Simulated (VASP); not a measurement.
Rb3Ba, 4 atoms in the cell. The structure is cubic, space group Fm-3m (No. 225). Conventional cell: a = 11.029 Å, b = 11.029 Å, c = 11.029 Å, α = 90.00°, β = 90.00°, γ = 90.00°. 

- Program: VASP 6.6.1
- Task: single point
- Functional: LDA
- Potentials or basis: VASP PAW LDA potentials, release 64 (Rb_sv, Ba_sv)
- Cutoff: 520 eV
- k mesh: 3 × 3 × 3
- Occupations: methfessel-paxton, width 0.2 eV
- Spin: no spin polarisation
- Dipole correction: no
- Further INCAR settings: ALGO = Normal; EDIFF = 1e-06; NBANDS = 26

Potentials or basis: VASP PAW LDA potentials, release 64 (Rb_sv, Ba_sv).

Launch:

```console
$ cat potpaw_LDA.64/Rb_sv/POTCAR potpaw_LDA.64/Ba_sv/POTCAR > POTCAR
$ mpirun -np 1 vasp_std > vasp.out
```

Hardware: 1 thread of Intel(R) Xeon(R) Platinum 8488C (Sapphire Rapids) (shared host).

Question: How long does it take, and how much memory?

Answer: Wall time 45 s on 1 thread of Intel(R) Xeon(R) Platinum 8488C (Sapphire Rapids) (shared host), peak memory 0.37 GiB. Counts: scf iterations 11, k points 4.
